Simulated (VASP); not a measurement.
Here is a VASP 6.6.1 calculation.

File INCAR:

```
  ALGO = Normal
  EDIFF = 1E-6
  EDIFFG = -0.005
  ENCUT = 600
  GGA = PS
  IBRION = 2
  ISIF = 3
  ISMEAR = 0
  LASPH = True
  LCHARG = False
  LREAL = False
  LWAVE = False
  NELM = 80
  NSW = 100
  PREC = Accurate
  SIGMA = 0.1
```

The input KPOINTS:

```
k-points
0
Gamma
  18 18 18
```

File POSCAR:

```
SiC
1.0
    0.0000000000      2.0185143573      2.0185143573
    2.0185143573      0.0000000000      2.0185143573
    2.0185143573      2.0185143573      0.0000000000
Si C
1 1
Direct
    0.0000000000      0.0000000000      0.0000000000
    0.5000000000      0.5000000000      0.5000000000
```

Potentials or basis: VASP PAW PBE potentials, release 64 (Si, C).

Run with:

```sh
$ cat potpaw_PBE.64/Si/POTCAR potpaw_PBE.64/C/POTCAR > POTCAR
$ mpirun -np 1 vasp_std > vasp.out
```

Task: Estimate the relaxed cell.

Result: a = 2.854 Å, b = 2.854 Å, c = 2.854 Å, α = 60.00°, β = 60.00°, γ = 60.00°.

Task: Estimate the relaxed volume.

Result: 8.22 Å³/atom.

Final structure:
```yaml
crystal:
  lattice:
    - [0.00000, 2.01798, 2.01798]
    - [2.01798, 0.00000, 2.01798]
    - [2.01798, 2.01798, 0.00000]
  atoms:
    - { symbol: Si, position: [0.00000, 0.00000, 0.00000] }
    - { symbol: C, position: [0.50000, 0.50000, 0.50000] }
```

Caveat: the PAW data sets were made with another functional, which shifts forces and pressure a little.
